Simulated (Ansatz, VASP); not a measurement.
## Two plane-wave programs on Ni

The input INCAR:

```
SYSTEM = Ni
PREC = Accurate
ENCUT = 520
EDIFF = 1E-7
ISMEAR = -1
SIGMA = 0.1
LREAL = .False.
LASPH = .True.
NELM = 150
ALGO = Normal
ISIF = 2
LWAVE = .False.
LCHARG = .False.
ISPIN = 2
MAGMOM = 1 -1
LORBIT = 11
LMAXMIX = 4
GGA = PS
NBANDS = 21
```

KPOINTS

```
Automatic mesh
0
Gamma
  18 18 10
  0 0 0
```

Contents of POSCAR:

```
Ni
1.0
    2.0640464588      0.0000000000      0.0000000000
   -1.0320232294      1.7875166679      0.0000000000
    0.0000000000      0.0000000000      3.3918345966
Ni
2
Direct
    0.3333333333      0.6666666667      0.2500000000
    0.6666666667      0.3333333333      0.7500000000
```

Input for Ansatz:

```yaml
crystal:
  lattice:
    - [2.0640464588, 0.0, 0.0]
    - [-1.0320232294, 1.7875166679, 0.0]
    - [0.0, 0.0, 3.3918345966]
  atoms:
    - { symbol: Ni, position: [0.3333333333, 0.6666666667, 0.25], spin: 1.0 }
    - { symbol: Ni, position: [0.6666666667, 0.3333333333, 0.75], spin: -1.0 }
magnetization:
  spin_polarized: true
kpoints:
  mp_grid: { grid: [18, 18, 10] }
scf:
  occupations: { method: fermi_dirac, width: 0.1 }
  mixing: { preconditioner: resta }
hamiltonian:
  xc: pbesol
  pseudopotentials: { kind: paw }
output:
  forces: true
  stress: true
  eigenvalues: true
  populations: true
```

Alike in both runs: task single point; functional PBEsol; k mesh 18 × 18 × 10; occupations fermi-dirac, width 0.1 eV; collinear spin.

|  | VASP | Ansatz |
| --- | --- | --- |
| version | VASP 6.6.1 | Ansatz 0.2.0 |
| potentials or method | VASP PAW PBE potentials, release 64 (Ni) | PAW with Ansatz's default frozen-core files, scalar-relativistic |
| plane-wave cutoff (eV) | 520 | 420 |
| valence electrons in the cell | 20 | 36 |

Ansatz gave:

* gap on the k mesh at the Fermi level (eV): none
* net moment per atom (μB): 0.37
* size of the moment on the site where the two differ most (μB): 0.38

**Question.** Which values does VASP return?

**Answer.** gap on the k mesh at the Fermi level (eV): none; net moment per atom (μB): 0.00; size of the moment on the site where the two differ most (μB): 0.00.

The net moments are unlike, so the other rows may belong to different states. VASP's potentials were made for PBE, not for PBEsol. Site moments also hang on the region over which each program counts them. A gap of «none» marks a metal or a gap that the smearing closes. VASP's potentials hold 20 valence electrons a cell and Ansatz's 36, so a difference there can come from the potentials and not from the codes. Ansatz's warnings: seeded moment not kept.
